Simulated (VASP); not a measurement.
# SnTe (F-43m) in VASP: a series of runs

The runs below take SnTe through single point, with LDA.

Program: VASP 6.6.1. These are calculated values, not measurements. Logs are shortened: lines on timing, memory, paths and dates and some standing lists are left out, and cuts for length are marked.

## Step 1: The cell of the first run

It takes space group F-43m (No. 216, cubic). Conventional cell: a = 7.222 Å, b = 7.222 Å, c = 7.222 Å, α = 90.00°, β = 90.00°, γ = 90.00°. Within 4.1 Å of Te (site symmetry -43m) lie 4 Sn at 3.13 Å. Sn (site symmetry -43m) has 4 Te at 3.13 Å within 4.1 Å.

## Step 2: Single point, LDA

File INCAR:

```
  PREC = Accurate
  ENCUT = 520
  EDIFF = 1E-6
  ISMEAR = 0
  SIGMA = 0.01
  LREAL = F
  LASPH = T
  NELM = 60
  ALGO = Normal
  ISIF = 2
  LWAVE = F
  LCHARG = F
  GGA = CA
  NBANDS = 17
```

File KPOINTS:

```
regular mesh
0
Gamma
  6 6 6
```

File POSCAR:

```
SnTe
1.0
    0.0000000000      3.6111460000      3.6111460000
    3.6111460000      0.0000000000      3.6111460000
    3.6111460000      3.6111460000      0.0000000000
Te Sn
1 1
Direct
    0.2500000000      0.2500000000      0.2500000000
    0.0000000000      0.0000000000      0.0000000000
```

Potentials or basis: VASP PAW LDA potentials, release 64 (Te, Sn_d).

The run is started by

```bash
$ cat potpaw_LDA.64/Te/POTCAR potpaw_LDA.64/Sn_d/POTCAR > POTCAR
$ mpirun -np 1 vasp_std > vasp.out
```

OUTCAR:

```text
PREC = Accurate
   ENCUT = 520
   EDIFF = 1E-6
   ISMEAR = 0
   LREAL = F
   LASPH = T
   NELM = 60
   ISIF = 2
   GGA = CA

 ion  position               nearest neighbor table
   1  0.250  0.250  0.250-   2 3.13   2 3.13   2 3.13   2 3.13
   2  0.000  0.000  0.000-   1 3.13   1 3.13   1 3.13   1 3.13

  LATTYP: Found a face centered cubic cell.
 ALAT       =     7.2222920000

  Lattice vectors:

 A1 = (   0.0000000000,   3.6111460000,   3.6111460000)
 A2 = (   3.6111460000,   0.0000000000,   3.6111460000)
 A3 = (   3.6111460000,   3.6111460000,   0.0000000000)

Analysis of symmetry for initial positions (statically):
=====================================================================
 Subroutine PRICEL returns:
 Original cell was already a primitive cell.

 Routine SETGRP: Setting up the symmetry group for a
 face centered cubic supercell.

 Subroutine GETGRP returns: Found 24 space group operations
 (whereof 24 operations were pure point group operations)
 out of a pool of 48 trial point group operations.

The static configuration has the point symmetry T_d .

Analysis of symmetry for dynamics (positions and initial velocities):
=====================================================================
 Subroutine PRICEL returns:
 Original cell was already a primitive cell.

 Routine SETGRP: Setting up the symmetry group for a
 face centered cubic supercell.

 Subroutine GETGRP returns: Found 24 space group operations
 (whereof 24 operations were pure point group operations)
 out of a pool of 48 trial point group operations.

The dynamic configuration has the point symmetry T_d .

 Subroutine INISYM returns: Found 24 space group operations
 (whereof 24 operations are pure point group operations),
 and found     1 'primitive' translations

----------------------------------------------------------------------------------------

                                     Primitive cell

  volume of cell :      94.1814

  direct lattice vectors                    reciprocal lattice vectors
     0.000000000  3.611146000  3.611146000    -0.138460201  0.138460201  0.138460201
     3.611146000  0.000000000  3.611146000     0.138460201 -0.138460201  0.138460201
     3.611146000  3.611146000  0.000000000     0.138460201  0.138460201 -0.138460201

  length of vectors
     5.106931649  5.106931649  5.106931649     0.239820102  0.239820102  0.239820102

  position of ions in fractional coordinates (direct lattice)
     0.250000000  0.250000000  0.250000000
     0.000000000  0.000000000  0.000000000

  ion indices of the primitive-cell ions
[... 67 lines left out ...]
   LREAL  =      F    real-space projection
   EDIFFG = 0.1E-04   stopping-criterion for IOM
   NSW    =      0    number of steps for IOM
   IBRION =     -1    ionic relax: 0-MD 1-quasi-New 2-CG
   NFREE  =      0    steps in history (QN), initial steepest desc. (CG)
   ISIF   =      2    stress and relaxation
   ISYM   =      2    0-nonsym 1-usesym 2-fastsym
   POTIM  = 0.5000    time-step for ionic-motion
   TEBEG  =    0.0;   TEEND  =   0.0 temperature during run
   PSTRESS=    0.0 pullay stress
   NELECT =      20.0000    total number of electrons
   NUPDOWN=      -1.0000    fix difference up-down
   EMIN   =  10.00;   EMAX   =-10.00  energy-range for DOS
   EFERMI =   0.00;   METHOD = LEGACY
   ISMEAR =     0;   SIGMA  =   0.01  broadening in eV -4-tet -1-fermi 0-gaus
   EFERMI_NEDOS =   21; number of points for ismear=-14 and -15
   IALGO  =     38    algorithm
   IMIX   =      4    mixing-type and parameters
     AMIX     =   0.40;   BMIX     =  1.00
     AMIX_MAG =   1.60;   BMIX_MAG =  1.00
  volume/ion in A,a.u.               =      47.09       317.78
  Fermi-wavevector in a.u.,A,eV,Ry     =   0.976704  1.845704 12.979296  0.953951
  Thomas-Fermi vector in A             =   2.107344
   LORBIT       =      0    0 simple, 1 ext, 2 COOP (PROOUT), +10 PAW based schemes
   GGA     = CA    functional components
   LHFCALC =     F    Hartree Fock is set to
   AEXX    =    0.0000 exact exchange contribution
   IVDW    =     0    specifies the selected vdW correction
   LEPSILON=     F    determine dielectric tensor
   LRPA    =     F    only Hartree local field effects (RPA)
 non-spin polarized calculation
 Gauss-broadening in eV      SIGMA  =   0.01
  energy-cutoff  :      520.00
  volume of cell :       94.18
 maximum number of plane-waves:      2637
 NGX is ok and might be reduce to    40
   NGX = 19   NGY = 19   NGZ = 19

 number of electron      19.9999999 magnetization

 Free energy of the ion-electron system (eV)
  ---------------------------------------------------
  ext. energy  EPLUGINS =         0.00000000
  ---------------------------------------------------
  free energy    TOTEN  =        -7.99443333 eV

  energy without entropy =       -7.99443333  energy(sigma->0) =       -7.99443333

 E-fermi :   2.7995     XC(G=0):  -7.8054

 val. band max:        2.7494154491   @ k =  -0.3333   0.5000   0.1667
 cond. band min:       2.9402248067   @ k =   0.5000   0.5000   0.0000
 fundamental gap:      0.1908093576
 Fermi energy:         2.7995047641

 k-point     1 :       0.0000    0.0000    0.0000
  band No.  band energies     occupation
      1     -18.7784      2.00000
      2     -18.7784      2.00000
      3     -18.7784      2.00000
      4     -18.7680      2.00000
      5     -18.7680      2.00000
      6      -8.6333      2.00000
[... 297 lines left out ...]
      4     -18.7684      2.00000
      5     -18.7674      2.00000
      6      -7.8743      2.00000
[... 9 lines left out ...]
     16      10.7594      0.00000
     17      10.7770      0.00000

------------------------ aborting loop because EDIFF is reached ----------------------------------------

  FORCE on cell =-STRESS in cart. coord.  units (eV):
  Direction    XX          YY          ZZ          XY          YZ          ZX
  --------------------------------------------------------------------------------------
  -------------------------------------------------------------------------------------
  Total       -1.2619159     -1.2619159     -1.2619159      0.0000000     -0.0000000      0.0000000
  in kB      -21.4672217    -21.4672217    -21.4672217      0.0000000     -0.0000000      0.0000000
  external PRESSURE =     -21.4672217 kB  Pullay stress =       0.0000000 kB

 VOLUME and BASIS-vectors are now :
 -----------------------------------------------------------------------------
  energy-cutoff  :      520.00
  volume of cell :       94.18
      direct lattice vectors                 reciprocal lattice vectors
     0.000000000  3.611146000  3.611146000    -0.138460201  0.138460201  0.138460201
     3.611146000  0.000000000  3.611146000     0.138460201 -0.138460201  0.138460201
     3.611146000  3.611146000  0.000000000     0.138460201  0.138460201 -0.138460201

 POSITION                                       TOTAL-FORCE (eV/Angst)
 -----------------------------------------------------------------------------------
      1.80557      1.80557      1.80557         0.000000      0.000000      0.000000
      0.00000      0.00000      0.00000        -0.000000     -0.000000     -0.000000
 -----------------------------------------------------------------------------------
    total drift:                               -0.000000     -0.000000     -0.000000

  FREE ENERGIE OF THE ION-ELECTRON SYSTEM (eV)
  ---------------------------------------------------
  free  energy   TOTEN  =        -7.9944333301 eV

  energy  without entropy=       -7.9944333301  energy(sigma->0) =       -7.99443333
```

Wall time 14 s (1 thread of Intel Xeon Platinum 8488C (Sapphire Rapids), shared host); peak memory 0.2 GiB.

Results:

```yaml
Free_energy: -7.9944 eV
Pressure: -2.1 GPa
Band_gap_on_the_k_mesh: 0.19 eV, indirect (least direct gap 0.72 eV)
```

Caveat: spin-orbit coupling is left out, which moves the levels of the heavy elements. A k mesh can miss the band edges.

## Step 3: Single point, LDA

File INCAR:

```
ALGO     = Normal         # electronic algorithm
EDIFF    = 1E-7           # SCF threshold, eV
ENCUT    = 520            # plane-wave cutoff, eV
ISIF     = 2              # what is computed and relaxed
ISMEAR   = 0              # smearing method
LASPH    = True           # aspherical terms in the spheres
LCHARG   = False          # write CHGCAR
LREAL    = False          # projectors in reciprocal space
LWAVE    = False          # write WAVECAR
NBANDS   = 17             # bands
NELM     = 100            # most SCF steps
PREC     = Accurate       # precision mode
SIGMA    = 0.005          # smearing width, eV
```

File KPOINTS:

```
k-points
0
Gamma
  6 6 6
```

POSCAR is that of step 2.

Potentials or basis: VASP PAW LDA potentials, release 64 (Te, Sn_d).

The run is started by

```bash
$ cat potpaw_LDA.64/Te/POTCAR potpaw_LDA.64/Sn_d/POTCAR > POTCAR
$ mpirun -np 1 vasp_std > vasp.out
```

OUTCAR:

```text
EDIFF = 1E-7
   ENCUT = 520
   ISIF = 2
   ISMEAR = 0
   LASPH = True
   LREAL = False
   NELM = 100
   PREC = Accurate

 ion  position               nearest neighbor table
   1  0.250  0.250  0.250-   2 3.13   2 3.13   2 3.13   2 3.13
   2  0.000  0.000  0.000-   1 3.13   1 3.13   1 3.13   1 3.13

  LATTYP: Found a face centered cubic cell.
 ALAT       =     7.2222920000

  Lattice vectors:

 A1 = (   0.0000000000,   3.6111460000,   3.6111460000)
[... 495 lines left out ...]

------------------------ aborting loop because EDIFF is reached ----------------------------------------

  FORCE on cell =-STRESS in cart. coord.  units (eV):
  Direction    XX          YY          ZZ          XY          YZ          ZX
  --------------------------------------------------------------------------------------
  -------------------------------------------------------------------------------------
  Total       -1.2558912     -1.2558912     -1.2558912      0.0000000      0.0000000      0.0000000
  in kB      -21.3647325    -21.3647325    -21.3647325      0.0000000      0.0000000      0.0000000
  external PRESSURE =     -21.3647325 kB  Pullay stress =       0.0000000 kB

 VOLUME and BASIS-vectors are now :
 -----------------------------------------------------------------------------
  energy-cutoff  :      520.00
  volume of cell :       94.18
      direct lattice vectors                 reciprocal lattice vectors
     0.000000000  3.611146000  3.611146000    -0.138460201  0.138460201  0.138460201
     3.611146000  0.000000000  3.611146000     0.138460201 -0.138460201  0.138460201
     3.611146000  3.611146000  0.000000000     0.138460201  0.138460201 -0.138460201

 POSITION                                       TOTAL-FORCE (eV/Angst)
 -----------------------------------------------------------------------------------
      1.80557      1.80557      1.80557         0.000000     -0.000000      0.000000
      0.00000      0.00000      0.00000        -0.000000      0.000000     -0.000000
 -----------------------------------------------------------------------------------
    total drift:                               -0.000000     -0.000000     -0.000000

  FREE ENERGIE OF THE ION-ELECTRON SYSTEM (eV)
  ---------------------------------------------------
  free  energy   TOTEN  =        -7.9944334581 eV

  energy  without entropy=       -7.9944334581  energy(sigma->0) =       -7.99443346
```

OSZICAR:

```text
N       E                     dE             d eps       ncg     rms          rms(c)
DAV:   1     0.127634640313E+03    0.12763E+03   -0.90958E+03   544   0.117E+03
DAV:   2     0.474379916716E+01   -0.12289E+03   -0.11993E+03   578   0.303E+02
DAV:   3    -0.772847268600E+01   -0.12472E+02   -0.12409E+02   620   0.911E+01
DAV:   4    -0.813893490030E+01   -0.41046E+00   -0.41025E+00   674   0.179E+01
DAV:   5    -0.815567027400E+01   -0.16735E-01   -0.16735E-01   745   0.349E+00    0.430E+00
DAV:   6    -0.800524267084E+01    0.15043E+00   -0.38777E-01   708   0.293E+00    0.286E+00
DAV:   7    -0.799634640063E+01    0.88963E-02   -0.70639E-02   577   0.992E-01    0.106E+00
DAV:   8    -0.799447028900E+01    0.18761E-02   -0.78304E-03   667   0.605E-01    0.222E-01
DAV:   9    -0.799439060935E+01    0.79680E-04   -0.18256E-03   658   0.241E-01    0.531E-02
DAV:  10    -0.799440521813E+01   -0.14609E-04   -0.19615E-04   613   0.716E-02    0.312E-02
DAV:  11    -0.799443355832E+01   -0.28340E-04   -0.38214E-05   576   0.279E-02    0.200E-02
DAV:  12    -0.799443333978E+01    0.21854E-06   -0.25224E-06   672   0.113E-02    0.969E-03
DAV:  13    -0.799443346199E+01   -0.12221E-06   -0.41032E-07   566   0.285E-03    0.166E-03
DAV:  14    -0.799443345810E+01    0.38922E-08   -0.11101E-07   465   0.307E-03
   1 F= -.79944335E+01 E0= -.79944335E+01  d E =-.830408E-47
```

stdout:

```text
POSCAR found type information on POSCAR TeSn
 POSCAR found :  2 types and       2 ions
 scaLAPACK will be used
 LDA part: xc-table for (Slater(with rela. corr.)+CA(PZ))
 , standard interpolation
 POSCAR, INCAR and KPOINTS ok, starting setup
 FFT: planning ... GRIDC
 FFT: planning ... GRID_SOFT
 FFT: planning ... GRID
 WAVECAR not read
 entering main loop
```

Wall time 16 s (1 thread of Intel Xeon Platinum 8488C (Sapphire Rapids), shared host); peak memory 0.2 GiB.

What came out:

| Property | Result |
| --- | --- |
| Free energy | -7.9944 eV |
| Pressure | -2.1 GPa |
| Band gap on the k mesh | 0.19 eV, indirect (least direct gap 0.72 eV) |

Caveat: spin-orbit coupling is left out, which moves the levels of the heavy elements.
